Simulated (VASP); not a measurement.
Input of a VASP 6.6.1 run:

INCAR

```
  PREC = Accurate
  ENCUT = 600
  EDIFF = 1E-6
  ISMEAR = -1
  SIGMA = 0.05
  LREAL = F
  LASPH = T
  NELM = 100
  ALGO = Normal
  ISIF = 3
  LWAVE = F
  LCHARG = F
  GGA = B5
  ALDAX = 1.0
  AGGAX = 1.0
  AGGAC = 1.0
  ALDAC = 0.0
  IVDW = 13
  VDW_S6 = 1.0
  VDW_S8 = 2.34076671
  VDW_A1 = 0.44488865
  VDW_A2 = 4.0933009
  IBRION = 2
  NSW = 80
  EDIFFG = -0.005
```

File KPOINTS:

```
Automatic mesh
0
Gamma
  10 10 10
```

Contents of POSCAR:

```
CaO
1.0
    0.0000000000      2.4035556960      2.4035556960
    2.4035556960      0.0000000000      2.4035556960
    2.4035556960      2.4035556960      0.0000000000
Ca O
1 1
Direct
    0.0000000000      0.0000000000      0.0000000000
    0.5000000000      0.5000000000      0.5000000000
```

Potentials or basis: VASP PAW PBE potentials, release 64 (Ca_sv, O).

The run is started by

```sh
$ cat potpaw_PBE.64/Ca_sv/POTCAR potpaw_PBE.64/O/POTCAR > POTCAR
$ mpirun -np 1 vasp_std > vasp.out
```

Problem. What does it give for the space group after relaxing (to 0.05 Å)?

Solution. Fm-3m (No. 225).

Problem. Estimate the relaxed cell.

Solution. a = 3.408 Å, b = 3.408 Å, c = 3.408 Å, α = 60.00°, β = 60.00°, γ = 60.00°.

Problem. What does it give for the relaxed volume?

Solution. 13.99 Å³/atom.

Step by step:
| step | energy change (eV) | largest force (eV/Å) | pressure (GPa) | volume (Å³) |
| --- | --- | --- | --- | --- |
| 1 | 0.0000 | 0.0000 | 0.83 | 27.77 |
| 2 | -0.0005 | 0.0000 | -0.28 | 28.06 |
| 3 | -0.0006 | 0.0000 | -0.06 | 28.00 |
| 4 | -0.0006 | 0.0000 | 0.02 | 27.98 |

Caveat: the PAW data sets were made with another functional, which shifts forces and pressure a little.
